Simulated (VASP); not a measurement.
Here is a VASP 6.6.1 calculation.

INCAR

```
PREC = Accurate ; ENCUT = 520
EDIFF = 1E-6 ; ISMEAR = -1
SIGMA = 0.05 ; LREAL = F
LASPH = T ; NELM = 80
ALGO = Normal ; ISIF = 2
LWAVE = F ; LCHARG = T
GGA = PS ; LELF = T
LVHAR = T ; NBANDS = 24
```

KPOINTS

```
Automatic mesh
0
Gamma
  7 7 7
```

File POSCAR:

```
KMgF3
1.0
    3.9569991541      0.0000000000      0.0000000000
    0.0000000000      3.9569991541      0.0000000000
    0.0000000000      0.0000000000      3.9569991541
K Mg F
1 1 3
Direct
    0.5000000000      0.5000000000      0.5000000000
    0.0000000000      0.0000000000      0.0000000000
    0.0000000000      0.0000000000      0.5000000000
    0.0000000000      0.5000000000      0.0000000000
    0.5000000000      0.0000000000      0.0000000000
```

Potentials or basis: VASP PAW PBE potentials, release 64 (K_sv, Mg, F).

The run is started by

```bash
$ cat potpaw_PBE.64/K_sv/POTCAR potpaw_PBE.64/Mg/POTCAR potpaw_PBE.64/F/POTCAR > POTCAR
$ mpirun -np 1 vasp_std > vasp.out
```

Task: What does it give for the pressure?

Result: 1.6 GPa.

Task: Predict the band gap on the k mesh.

Result: 7.32 eV (least direct gap 7.61 eV).

Caveat: the PAW data sets were made with another functional, which shifts forces and pressure a little; an odd mesh through Γ misses points on the zone boundary, where band edges can lie.
